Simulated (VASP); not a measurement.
**CdC3: single point with PBE**

CdC3:

```xyz
4
Lattice="3.5338 0.0000 0.0000 0.0000 3.5338 0.0000 0.0000 0.0000 3.5271" Properties=species:S:1:pos:R:3 pbc="T T T"
Cd    0.0000    0.0000    0.0000
C     0.0000    1.7669    1.7635
C     1.7669    0.0000    1.7635
C     1.7669    1.7669    0.0000
```

| Quantity | Value |
| --- | --- |
| Program | VASP 6.6.1 |
| Task | single point |
| Functional | PBE |
| Potentials or basis | VASP PAW PBE potentials, release 64 (Cd, C) |
| Cutoff | 520 eV |
| k mesh | 14 × 14 × 14 |
| Occupations | gaussian, width 0.1 eV |
| Spin | no spin polarisation |
| Dipole correction | no |
| Further INCAR settings | ALGO = Normal; EDIFF = 1e-06; NBANDS = 20 |

- Pressure: 1.1 GPa
- Band gap on the k mesh: zero (bands 12 and 13 overlap by 2.12 eV)

Levels at points of the mesh, in eV from the Fermi level:
| k point | band 8 | band 9 | band 10 | band 11 | band 12 | band 13 | band 14 | band 15 | band 16 | band 17 |
| --- | --- | --- | --- | --- | --- | --- | --- | --- | --- | --- |
| (0.00, 0.00, 0.00) | -5.42 | -4.15 | -4.15 | -4.13 | 0.95 | 0.95 | 0.95 | 2.69 | 3.46 | 3.46 |
| (0.50, 0.00, 0.00) | -6.44 | -1.49 | -1.47 | -1.22 | -1.19 | -1.17 | 0.73 | 0.78 | 3.16 | 3.16 |
| (0.50, 0.50, 0.00) | -6.63 | -5.59 | -1.23 | -0.49 | -0.49 | -0.12 | 0.55 | 0.55 | 3.82 | 3.98 |
| (0.00, 0.00, 0.50) | -6.45 | -1.47 | -1.47 | -1.22 | -1.18 | -1.18 | 0.72 | 0.77 | 3.15 | 3.15 |
| (0.50, 0.00, 0.50) | -6.62 | -5.59 | -1.25 | -0.51 | -0.51 | -0.13 | 0.54 | 0.54 | 3.84 | 4.00 |
| (0.50, 0.50, 0.50) | -6.17 | -5.72 | -5.39 | -5.39 | -5.39 | 0.62 | 3.60 | 3.62 | 3.62 | 4.10 |

Wall time 90 s on 1 thread of Intel(R) Xeon(R) 6975P-C (Granite Rapids), on a shared host, peak memory 0.33 GiB.
